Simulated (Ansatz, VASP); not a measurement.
# Two plane-wave programs on TaN

The input INCAR:

```
SYSTEM = TaN
PREC     = Accurate       ! precision mode
ENCUT    = 700            ! plane-wave cutoff, eV
EDIFF    = 1E-6           ! SCF threshold, eV
ISMEAR   = -1             ! smearing method
SIGMA    = 0.05           ! smearing width, eV
LREAL    = .False.        ! projectors in reciprocal space
LASPH    = .True.         ! aspherical terms in the spheres
NELM     = 120            ! most SCF steps
ALGO     = Normal         ! electronic algorithm
ISIF     = 2              ! what is computed and relaxed
LWAVE    = .False.        ! write WAVECAR
LCHARG   = .True.         ! write CHGCAR
GGA      = B5             ! functional
ALDAX    = 1.0          
AGGAX    = 1.0          
AGGAC    = 1.0          
ALDAC    = 0.0          
LELF     = .True.         ! ELF
LVHAR    = .True.       
NBANDS   = 26             ! bands
GGA_COMPAT= .False.
```

Contents of KPOINTS:

```
Automatic mesh
0
Gamma
  6 6 3
  0 0 0
```

Contents of POSCAR:

```
TaN
1.0
    2.9217699809      0.0000000000      0.0000000000
   -1.4608849905      2.5303270275      0.0000000000
    0.0000000000      0.0000000000      5.9165150000
Ta N
2 2
Direct
    0.0000000000      0.0000000000      0.5000000000
    0.0000000000      0.0000000000      0.0000000000
    0.3333333333      0.6666666667      0.2500000000
    0.6666666667      0.3333333333      0.7500000000
```

Contents of input.yaml:

```yaml
crystal:
  lattice:
    - [2.9217699809, 0.0, 0.0]
    - [-1.4608849905, 2.5303270275, 0.0]
    - [0.0, 0.0, 5.916515]
  atoms:
    - { symbol: Ta, position: [0.0, 0.0, 0.5] }
    - { symbol: Ta, position: [0.0, 0.0, 0.0] }
    - { symbol: "N", position: [0.3333333333, 0.6666666667, 0.25] }
    - { symbol: "N", position: [0.6666666667, 0.3333333333, 0.75] }
hamiltonian:
  xc: blyp
  pseudopotentials: { kind: paw }
kpoints:
  mp_grid: { grid: [6, 6, 3] }
scf:
  occupations: { method: fermi_dirac, width: 0.05 }
  n_extra_bands: 10
output:
  forces: true
  stress: true
  eigenvalues: true
  dos: { projected: true, de: 0.05, nscf_kmesh: { grid: [9, 9, 5] } }
```

Alike in both runs: functional BLYP; k mesh 6 × 6 × 3; occupations fermi-dirac, width 0.05 eV; no spin polarisation.

```csv
,VASP,Ansatz
version,VASP 6.6.1,Ansatz 0.2.0
potentials or method,"VASP PAW PBE potentials, release 64 (Ta_sv_GW, N)",Ansatz PAW
plane-wave cutoff (eV),700,420
valence electrons in the cell,36,36
task,single point,projected density of states
```

```csv
,VASP,Ansatz,Ansatz less VASP
gap on the k mesh at the Fermi level (eV),none,none,-
pressure (GPa),10.1,9.4,-0.68
"traceless stress, the component that is largest in VASP (GPa)",-1.55,-1.58,-0.028
```

VASP's potentials were made for PBE, not for BLYP. A gap of «none» marks a metal or a gap that the smearing closes.

The k mesh is coarse, so the values compare programs but aren't converged. Neither program's run includes spin-orbit coupling.
